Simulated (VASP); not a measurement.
Wanted: the native input for a VASP 6.6.1 run.

- Task: single point
- Functional: r2SCAN
- Potentials or basis: VASP PAW PBE potentials, release 64 (Sn_d)
- Cutoff: 520 eV
- k mesh: 12 × 12 × 12
- Occupations: fermi-dirac, width 0.1 eV
- Spin: no spin polarisation
- Dipole correction: no
- Further INCAR settings: ALGO = Normal; EDIFF = 1e-06; NBANDS = 13

Sn:

```
Sn
1.0
     3.09209    0.00000    0.00000
     0.00000    3.09209    0.00000
     0.00000    0.00000    3.09209
Sn
1
Direct
  0.00000 0.00000 0.00000
```

This cell differs from its parent crystal: volume scaled by 1.04.

One way to write it, as run:

POSCAR

```
Sn
1.0
    3.0920921909      0.0000000000      0.0000000000
    0.0000000000      3.0920921909      0.0000000000
    0.0000000000      0.0000000000      3.0920921909
Sn
1
Direct
    0.0000000000      0.0000000000      0.0000000000
```

INCAR.step1

```
PREC = Accurate
ENCUT = 520
ISMEAR = -1
SIGMA = 0.1
LREAL = F
LASPH = T
NELM = 60
NBANDS = 13
GGA = PE
ALGO = Normal
EDIFF = 1E-4
LWAVE = T
LCHARG = F
```

INCAR.step2

```
PREC = Accurate
ENCUT = 520
EDIFF = 1E-6
ISMEAR = -1
SIGMA = 0.1
LREAL = F
LASPH = T
NELM = 60
ALGO = Normal
ISIF = 2
LWAVE = F
LCHARG = F
METAGGA = R2SCAN
LMIXTAU = T
NBANDS = 13
ISTART = 1
```

KPOINTS

```
Automatic mesh
0
Gamma
  12 12 12
```

Potentials or basis: VASP PAW PBE potentials, release 64 (Sn_d).

Launch:

```sh
$ cat potpaw_PBE.64/Sn_d/POTCAR > POTCAR
$ cp INCAR.step1 INCAR
$ mpirun -np 1 vasp_std > vasp.out
$ cp INCAR.step2 INCAR
$ mpirun -np 1 vasp_std > vasp.out
```

Results of the run:

| Quantity | Value |
| --- | --- |
| Pressure | -1.6 GPa |
| Band gap on the k mesh | zero (band 7 reaches 12.35 eV, above the bottom of band 8 at 4.54 eV) |

Caveat: the PAW data sets were made with another functional, which shifts forces and pressure a little; spin-orbit coupling is left out, which moves the levels of the heavy elements.

It took 44 s on 1 thread of AMD EPYC 9R45 96-Core Processor (Zen 5) (shared host), peak memory 0.13 GiB.
